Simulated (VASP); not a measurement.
A run of VASP 6.6.1 is set up as follows.

Contents of INCAR:

```
PREC     = Accurate       # precision mode
ENCUT    = 750            # plane-wave cutoff, eV
EDIFF    = 1E-6           # SCF threshold, eV
ISMEAR   = 0              # smearing method
SIGMA    = 0.1            # smearing width, eV
LREAL    = F              # projectors in reciprocal space
LASPH    = T              # aspherical terms in the spheres
NELM     = 200            # most SCF steps
ALGO     = Normal         # electronic algorithm
ISIF     = 2              # what is computed and relaxed
LWAVE    = F              # write WAVECAR
LCHARG   = F              # write CHGCAR
GGA      = PE             # functional
NBANDS   = 17             # bands
GGA_COMPAT= F            
LMAXMIX  = 6              # l up to which the mixer works
```

File KPOINTS:

```
regular mesh
0
Gamma
  4 4 6
```

File POSCAR:

```
LiTmH4
1.0
    2.7379814244     -3.2632224875      0.0000000000
    2.7379814244      3.2632224875      0.0000000000
    0.0000000000      0.0000000000      3.5989980893
Li Tm H
1 1 4
Direct
    0.5000000000      0.5000000000      0.5000000000
    0.0000000000      0.0000000000      0.0000000000
    0.6711126098      0.3288873902      0.0000000000
    0.1940909076      0.1940909076      0.5000000000
    0.8059090924      0.8059090924      0.5000000000
    0.3288873902      0.6711126098      0.0000000000
```

Potentials or basis: VASP PAW PBE potentials, release 64 (Li_sv, Tm_3, H), 4f in core.

Command:

```console
$ cat potpaw_PBE.64/Li_sv/POTCAR potpaw_PBE.64/Tm_3/POTCAR potpaw_PBE.64/H/POTCAR > POTCAR
$ mpirun -np 1 vasp_std > vasp.out
```

Problem. What does it give for the largest force?

Solution. 0.044 eV/Å.

Problem. Predict the pressure.

Solution. 0.0 GPa.

Problem. Predict the band gap on the k mesh.

Solution. Zero (bands 8 and 9 overlap by 0.07 eV).

Forces on the atoms (eV/Å):
```
Li   0.000  0.000  0.000
Tm   0.000  0.000  0.000
H    0.000  0.044  0.000
H    0.022  0.000  0.000
H   -0.022  0.000  0.000
H    0.000 -0.044  0.000
```

Caveat: the k points lie up to 0.37 Å⁻¹ apart; spin-orbit coupling is left out, which moves the levels of the heavy elements; the 4f electrons are frozen in the core, so they carry no moment and show no levels. Spin polarisation is off, so any magnetic state and its effect on volume and gap are missing.
